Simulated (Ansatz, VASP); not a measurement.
## Two plane-wave programs on NaF

Contents of INCAR:

```
PREC     = Accurate       # precision mode
ENCUT    = 600            # plane-wave cutoff, eV
EDIFF    = 1E-6           # SCF threshold, eV
ISMEAR   = 0              # smearing method
SIGMA    = 0.02           # smearing width, eV
LREAL    = False          # projectors in reciprocal space
LASPH    = True           # aspherical terms in the spheres
NELM     = 120            # most SCF steps
ALGO     = Normal         # electronic algorithm
ISIF     = 2              # what is computed and relaxed
LWAVE    = False          # write WAVECAR
LCHARG   = False          # write CHGCAR
GGA      = PE             # functional
NBANDS   = 22             # bands
GGA_COMPAT= False
```

Contents of KPOINTS:

```
Automatic mesh
0
Gamma
  8 8 6
```

Contents of POSCAR:

```
NaF
1.0
    3.3700080452      0.0000000000      0.0000000000
    0.0000000000      3.3700080452      0.0000000000
    0.0000000000      0.0000000000      4.6684219824
Na F
2 2
Direct
    0.0000000000      0.0000000000      0.0000000000
    0.5000000000      0.5000000000      0.5000000000
    0.5000000000      0.5000000000      0.0000000000
    0.0000000000      0.0000000000      0.5000000000
```

Input for Ansatz:

```yaml
crystal:
  lattice:
    - [3.3700080452, 0.0, 0.0]
    - [0.0, 3.3700080452, 0.0]
    - [0.0, 0.0, 4.6684219824]
  atoms:
    - { symbol: Na, position: [0.0, 0.0, 0.0] }
    - { symbol: F, position: [0.5, 0.5, 0.0] }
    - { symbol: Na, position: [0.5, 0.5, 0.5] }
    - { symbol: F, position: [0.0, 0.0, 0.5] }
basis:
  ecutwfc: 420
kpoints:
  mp_grid: { grid: [8, 8, 6] }
  band_path:
    path:
      - [[0.0, 0.0, 0.0], [0.5, 0.5, 0.0], [0.5, 0.5, 0.5], [0.5, 0.0, 0.5], [0.0, 0.0, 0.0], [0.0, 0.0, 1.0], [0.23944965, 0.0, 1.0]]
      - [[0.76055035, 0.0, 0.0], [0.0, 0.0, 0.0]]
      - [[0.5, 0.5, 0.0], [0.76055035, 0.23944965, 0.0]]
      - [[0.23944965, 0.23944965, 1.0], [0.0, 0.0, 1.0]]
    npoints: 10
hamiltonian:
  xc: pbe
  pseudopotentials: { kind: paw, azcp: { folder: soft_1 } }
scf:
  occupations: { method: gaussian, width: 0.02 }
  n_extra_bands: 8
output:
  forces: true
  stress: true
  eigenvalues: true
```

Alike in both runs: task single point; functional PBE; k mesh 8 × 8 × 6; occupations gaussian, width 0.02 eV; no spin polarisation.

|  | VASP | Ansatz |
| --- | --- | --- |
| version | VASP 6.6.1 | Ansatz 0.2.0 |
| potentials or method | VASP PAW PBE potentials, release 64 (Na_pv, F), cutoff 600 eV | scalar-relativistic, plane waves, PAW |
| valence electrons in the cell | 28 | 32 |

VASP gave:

```
gap on the k mesh at the Fermi level (eV) : 5.97
least direct gap on the mesh (eV)         : 5.97
pressure (GPa)                            : -1.1
```

Task: Estimate Ansatz's values.

Result: gap on the k mesh at the Fermi level (eV): 5.98; least direct gap on the mesh (eV): 5.98; pressure (GPa): -0.8.

VASP's potentials hold 28 valence electrons a cell and Ansatz's 32, so a difference there can come from the potentials and not from the codes.
